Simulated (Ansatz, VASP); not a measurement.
This is a calculation of Tl for Ansatz 0.2.0.

Contents of input.yaml:

```yaml
crystal:
  lattice:
    - [3.4788880842, 0.0, 0.0]
    - [-1.7394440421, 3.0128054579, 0.0]
    - [0.0, 0.0, 5.5615904703]
  atoms:
    - { symbol: Tl, position: [0.6666666667, 0.3333333333, 0.75] }
    - { symbol: Tl, position: [0.3333333333, 0.6666666667, 0.25] }
kpoints:
  mp_grid: { grid: [9, 9, 5] }
scf:
  occupations: { method: fermi_dirac, width: 0.05 }
hamiltonian:
  xc: lda
  pseudopotentials: { kind: all_electron, lapw: { basis_error: 0.001 } }
output:
  forces: true
  stress: true
  eigenvalues: true
```

Potentials or basis: all-electron LAPW, scalar-relativistic.

Run with:

```sh
$ ansatz run input.yaml --threads 1 --pin off --max-ram 3072MiB --backend cpu --events-out ev --progress --plain --runs-dir out
```

Q: Translate it to VASP 6.6.1. Potentials there: VASP PAW LDA potentials, release 64 (Tl_d).

A: As run (the cutoff follows the program's own potentials):

INCAR

```
SYSTEM = Tl
PREC     = Accurate       ! precision mode
ENCUT    = 520            ! plane-wave cutoff, eV
EDIFF    = 1E-7           ! SCF threshold, eV
ISMEAR   = -1             ! smearing method
SIGMA    = 0.05           ! smearing width, eV
LREAL    = .FALSE.        ! projectors in reciprocal space
LASPH    = .TRUE.         ! aspherical terms in the spheres
NELM     = 100            ! most SCF steps
ALGO     = Normal         ! electronic algorithm
ISIF     = 2              ! what is computed and relaxed
LWAVE    = .FALSE.        ! write WAVECAR
LCHARG   = .FALSE.        ! write CHGCAR
NBANDS   = 20             ! bands
```

File KPOINTS:

```
Automatic mesh
0
G
  9 9 5
  0 0 0
```

Contents of POSCAR:

```
Tl
1.0
    3.4788880842      0.0000000000      0.0000000000
   -1.7394440421      3.0128054579      0.0000000000
    0.0000000000      0.0000000000      5.5615904703
Tl
2
Direct
    0.6666666667      0.3333333333      0.7500000000
    0.3333333333      0.6666666667      0.2500000000
```

Potentials or basis: VASP PAW LDA potentials, release 64 (Tl_d).

Command:

```sh
$ cat potpaw_LDA.64/Tl_d/POTCAR > POTCAR
$ mpirun -np 1 vasp_std > vasp.out
```

Both were run:

|  | VASP | Ansatz | Ansatz less VASP |
| --- | --- | --- | --- |
| gap on the k mesh at the Fermi level (eV) | none | none | - |
| pressure (GPa) | -2.2 | -2.2 | -0.03 |
| traceless stress, the component that is largest in VASP (GPa) | 0.68 | 0.65 | -0.032 |

LDA's correlation is that of Perdew and Zunger in VASP and of Perdew and Wang (1992) in Ansatz. A gap of «none» marks a metal or a gap that the smearing closes. Ansatz ran all-electron here, and VASP with PAW potentials.

Neither program's run includes spin-orbit coupling.
